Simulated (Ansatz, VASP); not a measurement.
**One calculation of Co, two programs**

```xyz
2
Lattice="2.5453 0.0000 0.0000 -1.2727 2.2043 0.0000 0.0000 0.0000 4.1095" Properties=species:S:1:pos:R:3 pbc="T T T"
Co    0.0000    1.4695    1.0274
Co    1.2727    0.7348    3.0821
```

Alike in both runs: task single point; functional revPBE; k mesh 23 × 23 × 13; occupations fermi-dirac, width 0.05 eV; collinear spin.

|  | VASP | Ansatz |
| --- | --- | --- |
| version | VASP 6.6.1 | Ansatz 0.2.0 |
| potentials or method | VASP PAW PBE potentials, release 64 (Co), cutoff 520 eV | plane waves (420 eV) with PAW, scalar-relativistic |
| valence electrons in the cell | 18 | 34 |

```csv
,VASP,Ansatz,Ansatz less VASP
pressure (GPa),-7.6,-7.1,+0.47
"traceless stress, the component that is largest in VASP (GPa)",0.17,0.32,+0.145
net moment per atom (μB),1.65,1.67,+0.014
size of the moment on the site where the two differ most (μB),1.69,1.76,+0.066
```

VASP's potentials were made for PBE, not for revPBE. Site moments also hang on the region over which each program counts them. VASP's potentials hold 18 valence electrons a cell and Ansatz's 34, so a difference there can come from the potentials and not from the codes.
